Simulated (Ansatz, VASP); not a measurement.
**Ni: VASP beside Ansatz**

```
CELL_PARAMETERS angstrom
0.00000 1.75850 1.75850
1.75850 0.00000 1.75850
1.75850 1.75850 0.00000
ATOMIC_POSITIONS crystal
Ni 0.00000 0.00000 0.00000
```

Alike in both runs: task single point; functional PBE; k mesh 12 × 12 × 12; occupations gaussian, width 0.1 eV; collinear spin.

```csv
,VASP,Ansatz
version,VASP 6.6.1,Ansatz 0.2.0
potentials or method,"VASP PAW PBE potentials, release 64 (Ni), cutoff 520 eV","PAW, plane waves, scalar-relativistic"
valence electrons in the cell,10,18
```

VASP gave:

| Property | Result |
| --- | --- |
| pressure (GPa) | 0.6 |
| net moment per atom (μB) | 0.68 |
| size of the moment on the site where the two differ most (μB) | 0.69 |

Question: Which values does Ansatz return?

Answer: Pressure (GPa): 0.7; net moment per atom (μB): 0.69; size of the moment on the site where the two differ most (μB): 0.73.

Site moments also hang on the region over which each program counts them. VASP's potentials hold 10 valence electrons a cell and Ansatz's 18, so a difference there can come from the potentials and not from the codes.
